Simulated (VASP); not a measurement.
# TiB2SbC3 (P4/mmm) in VASP: single point with PBE

Aim: the single point of TiB2SbC3 with PBE.

Program: VASP 6.6.1. These are calculated values, not measurements. Logs are shortened: lines on timing, memory, paths and dates and some standing lists are left out, and cuts for length are marked.

### 1 The cell of the first run

It takes space group P4/mmm (No. 123, tetragonal). Conventional cell: a = 3.456 Å, b = 3.456 Å, c = 7.983 Å, α = 90.00°, β = 90.00°, γ = 90.00°. Ti (site symmetry 4/mmm) has 4 C at 1.73 Å and 2 B at 1.95 Å within 2.3 Å. Within 2.7 Å of B (site symmetry 4mm) lie 1 Ti at 1.95 Å and 4 C at 2.60 Å. Sb (site symmetry 4/mmm) has 8 B at 3.18 Å and 4 Sb at 3.46 Å and 10 C at 3.99 to 4.35 Å within 4.4 Å. C (site symmetry mmm) has 2 Ti at 1.73 Å and 2 C at 1.73 Å within 2.3 Å. C (site symmetry 4/mmm) has 4 C at 1.73 Å within 2.3 Å.

The cell was generated, and may not be a known phase.

### 2 Single point, PBE

File INCAR:

```
SYSTEM = TiB2SbC3
PREC     = Accurate       ! precision mode
ENCUT    = 520            ! plane-wave cutoff, eV
EDIFF    = 1E-6           ! SCF threshold, eV
ISMEAR   = 0              ! smearing method
SIGMA    = 0.1            ! smearing width, eV
LREAL    = .False.        ! projectors in reciprocal space
LASPH    = .True.         ! aspherical terms in the spheres
NELM     = 100            ! most SCF steps
ALGO     = Normal         ! electronic algorithm
ISIF     = 2              ! what is computed and relaxed
LWAVE    = .False.        ! write WAVECAR
LCHARG   = .False.        ! write CHGCAR
GGA      = PE             ! functional
NBANDS   = 26             ! bands
```

File KPOINTS:

```
Automatic mesh
0
Gamma
  6 6 2
  0 0 0
```

File POSCAR:

```
TiB2SbC3
1.0
    3.4558941500      0.0000000000      0.0000000000
    0.0000000000      3.4558941500      0.0000000000
    0.0000000000      0.0000000000      7.9831832700
Ti B Sb C
1 2 1 3
Direct
    0.5000000000      0.5000000000      0.5000000000
    0.5000000000      0.5000000000      0.2558259200
    0.5000000000      0.5000000000      0.7441740800
    0.0000000000      0.0000000000      0.0000000000
    0.0000000000      0.5000000000      0.5000000000
    0.5000000000      0.0000000000      0.5000000000
    0.0000000000      0.0000000000      0.5000000000
```

Potentials or basis: VASP PAW PBE potentials, release 64 (Ti_sv, B, Sb, C).

Launch:

```sh
$ cat potpaw_PBE.64/Ti_sv/POTCAR potpaw_PBE.64/B/POTCAR potpaw_PBE.64/Sb/POTCAR potpaw_PBE.64/C/POTCAR > POTCAR
$ mpirun -np 1 vasp_std > vasp.out
```

OUTCAR:

```text
SYSTEM = TiB2SbC3
   PREC = Accurate
   ENCUT = 520
   EDIFF = 1E-6
   ISMEAR = 0
   LREAL = .False.
   LASPH = .True.
   NELM = 100
   ISIF = 2
   GGA = PE

 ion  position               nearest neighbor table
   1  0.500  0.500  0.500-   5 1.73   6 1.73   6 1.73   5 1.73   2 1.95   3 1.95   7 2.44   7 2.44
                             7 2.44   7 2.44
   2  0.500  0.500  0.256-   1 1.95
   3  0.500  0.500  0.744-   1 1.95
   4  0.000  0.000  0.000-
   5  0.000  0.500  0.500-   1 1.73   7 1.73   7 1.73   1 1.73
   6  0.500  0.000  0.500-   1 1.73   7 1.73   1 1.73   7 1.73
   7  0.000  0.000  0.500-   5 1.73   6 1.73   5 1.73   6 1.73   1 2.44   1 2.44   1 2.44   1 2.44

  LATTYP: Found a simple tetragonal cell.
 ALAT       =     3.4558941500
 C/A-ratio  =     2.3100196139

  Lattice vectors:

 A1 = (   3.4558941500,   0.0000000000,   0.0000000000)
 A2 = (   0.0000000000,   3.4558941500,   0.0000000000)
 A3 = (   0.0000000000,   0.0000000000,   7.9831832700)

Analysis of symmetry for initial positions (statically):
=====================================================================
 Subroutine PRICEL returns:
 Original cell was already a primitive cell.

 Routine SETGRP: Setting up the symmetry group for a
 simple tetragonal supercell.

 Subroutine GETGRP returns: Found 16 space group operations
 (whereof 16 operations were pure point group operations)
 out of a pool of 16 trial point group operations.

The static configuration has the point symmetry D_4h.

Analysis of symmetry for dynamics (positions and initial velocities):
=====================================================================
 Subroutine PRICEL returns:
 Original cell was already a primitive cell.

 Routine SETGRP: Setting up the symmetry group for a
 simple tetragonal supercell.

 Subroutine GETGRP returns: Found 16 space group operations
 (whereof 16 operations were pure point group operations)
 out of a pool of 16 trial point group operations.

The dynamic configuration has the point symmetry D_4h.

 Subroutine INISYM returns: Found 16 space group operations
 (whereof 16 operations are pure point group operations),
 and found     1 'primitive' translations

----------------------------------------------------------------------------------------

                                     Primitive cell

  volume of cell :      95.3448

[... 96 lines left out ...]
   NSW    =      0    number of steps for IOM
   IBRION =     -1    ionic relax: 0-MD 1-quasi-New 2-CG
   NFREE  =      0    steps in history (QN), initial steepest desc. (CG)
   ISIF   =      2    stress and relaxation
   ISYM   =      2    0-nonsym 1-usesym 2-fastsym
   POTIM  = 0.5000    time-step for ionic-motion
   TEBEG  =    0.0;   TEEND  =   0.0 temperature during run
   PSTRESS=    0.0 pullay stress
   NELECT =      35.0000    total number of electrons
   NUPDOWN=      -1.0000    fix difference up-down
   EMIN   =  10.00;   EMAX   =-10.00  energy-range for DOS
   EFERMI =   0.00;   METHOD = LEGACY
   ISMEAR =     0;   SIGMA  =   0.10  broadening in eV -4-tet -1-fermi 0-gaus
   EFERMI_NEDOS =   21; number of points for ismear=-14 and -15
   IALGO  =     38    algorithm
   IMIX   =      4    mixing-type and parameters
     AMIX     =   0.40;   BMIX     =  1.00
     AMIX_MAG =   1.60;   BMIX_MAG =  1.00
  volume/ion in A,a.u.               =      13.62        91.92
  Fermi-wavevector in a.u.,A,eV,Ry     =   1.172191  2.215121 18.694849  1.374033
  Thomas-Fermi vector in A             =   2.308624
   LORBIT       =      0    0 simple, 1 ext, 2 COOP (PROOUT), +10 PAW based schemes
   GGA     = PE    functional components
   LHFCALC =     F    Hartree Fock is set to
   AEXX    =    0.0000 exact exchange contribution
   IVDW    =     0    specifies the selected vdW correction
   LEPSILON=     F    determine dielectric tensor
   LRPA    =     F    only Hartree local field effects (RPA)
 non-spin polarized calculation
 Gauss-broadening in eV      SIGMA  =   0.10
  energy-cutoff  :      520.00
  volume of cell :       95.34
 maximum number of plane-waves:      2605
 NGX is ok and might be reduce to    28
   NGX = 13   NGY = 13   NGZ = 29

 number of electron      34.9999994 magnetization

 Free energy of the ion-electron system (eV)
  ---------------------------------------------------
  ext. energy  EPLUGINS =         0.00000000
  ---------------------------------------------------
  free energy    TOTEN  =       -31.22825538 eV

  energy without entropy =      -31.19645049  energy(sigma->0) =      -31.21235294

 E-fermi :   5.5338     XC(G=0): -10.3361

 val. band max:        5.5006400130   @ k =   0.3333   0.1667   0.0000
 cond. band min:       5.5359268429   @ k =   0.3333   0.0000   0.0000
 fundamental gap:      0.0352868299
 Fermi energy:         5.5338107467

 k-point     1 :       0.0000    0.0000    0.0000
  band No.  band energies     occupation
      1     -49.9126      2.00000
      2     -26.9777      2.00000
      3     -26.9777      2.00000
      4     -26.0774      2.00000
      5     -11.2272      2.00000
      6      -5.0583      2.00000
[... 569 lines left out ...]
     25       9.1601      0.00000
     26       9.1606      0.00000

------------------------ aborting loop because EDIFF is reached ----------------------------------------

  FORCE on cell =-STRESS in cart. coord.  units (eV):
  Direction    XX          YY          ZZ          XY          YZ          ZX
  --------------------------------------------------------------------------------------
  -------------------------------------------------------------------------------------
  Total       22.0173077     22.0173077      6.2440777      0.0000000      0.0000000      0.0000000
  in kB      369.9796441    369.9796441    104.9257101      0.0000000      0.0000000      0.0000000
  external PRESSURE =     281.6283328 kB  Pullay stress =       0.0000000 kB

 VOLUME and BASIS-vectors are now :
 -----------------------------------------------------------------------------
  energy-cutoff  :      520.00
  volume of cell :       95.34
      direct lattice vectors                 reciprocal lattice vectors
     3.455894150  0.000000000  0.000000000     0.289360714  0.000000000  0.000000000
     0.000000000  3.455894150  0.000000000     0.000000000  0.289360714  0.000000000
     0.000000000  0.000000000  7.983183270     0.000000000  0.000000000  0.125263315

 POSITION                                       TOTAL-FORCE (eV/Angst)
 -----------------------------------------------------------------------------------
      1.72795      1.72795      3.99159        -0.000000     -0.000000      0.000000
      1.72795      1.72795      2.04231        -0.000000     -0.000000     -4.020277
      1.72795      1.72795      5.94088         0.000000      0.000000      4.020277
      0.00000      0.00000      0.00000        -0.000000     -0.000000      0.000000
      0.00000      1.72795      3.99159        -0.000000     -0.000000      0.000000
      1.72795      0.00000      3.99159        -0.000000     -0.000000      0.000000
      0.00000      0.00000      3.99159        -0.000000     -0.000000      0.000000
 -----------------------------------------------------------------------------------
    total drift:                                0.000000      0.000000      0.000000

  FREE ENERGIE OF THE ION-ELECTRON SYSTEM (eV)
  ---------------------------------------------------
  free  energy   TOTEN  =       -31.2282553835 eV

  energy  without entropy=      -31.1964504937  energy(sigma->0) =      -31.21235294
```

OSZICAR:

```text
N       E                     dE             d eps       ncg     rms          rms(c)
DAV:   1     0.305585996422E+03    0.30559E+03   -0.15743E+04  1048   0.127E+03
DAV:   2    -0.553615255276E+00   -0.30614E+03   -0.29161E+03  1204   0.344E+02
DAV:   3    -0.366164694087E+02   -0.36063E+02   -0.34706E+02  1836   0.106E+02
DAV:   4    -0.385519331914E+02   -0.19355E+01   -0.19128E+01  1392   0.231E+01
DAV:   5    -0.386261606095E+02   -0.74227E-01   -0.74128E-01  1598   0.405E+00    0.386E+01
DAV:   6    -0.365519960516E+02    0.20742E+01   -0.75346E+01  1594   0.322E+01    0.197E+01
DAV:   7    -0.316414207121E+02    0.49106E+01   -0.49128E+01  1502   0.273E+01    0.118E+01
DAV:   8    -0.312548446121E+02    0.38658E+00   -0.60882E+00  1444   0.167E+01    0.738E+00
DAV:   9    -0.312433211561E+02    0.11523E-01   -0.88569E-01  1424   0.888E+00    0.151E+00
DAV:  10    -0.312229866390E+02    0.20335E-01   -0.16830E-01  1456   0.319E+00    0.877E-01
DAV:  11    -0.312309110718E+02   -0.79244E-02   -0.38593E-02  1288   0.130E+00    0.454E-01
DAV:  12    -0.312278580735E+02    0.30530E-02   -0.11850E-02  1424   0.589E-01    0.245E-01
DAV:  13    -0.312282087201E+02   -0.35065E-03   -0.17561E-03  1236   0.301E-01    0.530E-02
DAV:  14    -0.312282503444E+02   -0.41624E-04   -0.27528E-04  1504   0.869E-02    0.335E-02
DAV:  15    -0.312282554267E+02   -0.50823E-05   -0.22824E-05  1402   0.320E-02    0.151E-02
DAV:  16    -0.312282553835E+02    0.43145E-07   -0.79257E-06  1436   0.131E-02
   1 F= -.31228255E+02 E0= -.31212353E+02  d E =-.318049E-01
```

stdout:

```text
POSCAR found type information on POSCAR TiB SbC
 POSCAR found :  4 types and       7 ions
 scaLAPACK will be used
 LDA part: xc-table for (Slater+PW92), standard interpolation
 POSCAR, INCAR and KPOINTS ok, starting setup
 FFT: planning ... GRIDC
 FFT: planning ... GRID_SOFT
 FFT: planning ... GRID
 WAVECAR not read
 entering main loop
```

It took 68 s on 1 thread of Intel Xeon Platinum 8375C at 2.90GHz (Ice Lake), shared host; peak memory 0.23 GiB.

Results:

```yaml
Free_energy: -31.2283 eV
Pressure: 28.2 GPa
Largest_force: 4.020 eV/Å
Band_gap_on_the_k_mesh: zero (an odd number of electrons rules out a gap without spin polarisation)
```

Forces on the atoms (eV/Å):
```
Ti   0.000  0.000  0.000
B    0.000  0.000 -4.020
B    0.000  0.000  4.020
Sb   0.000  0.000  0.000
C    0.000  0.000  0.000
C    0.000  0.000  0.000
C    0.000  0.000  0.000
```

Caveat: the k points lie up to 0.39 Å⁻¹ apart, too coarse for converged energies and pressures of a metal; spin-orbit coupling is left out, which moves the levels of the heavy elements; an odd number of electrons without spin polarisation forces a metal; a magnetic or distorted state may lie lower.

The gap in the log of VASP goes by the Fermi energy; the results here count the filled bands.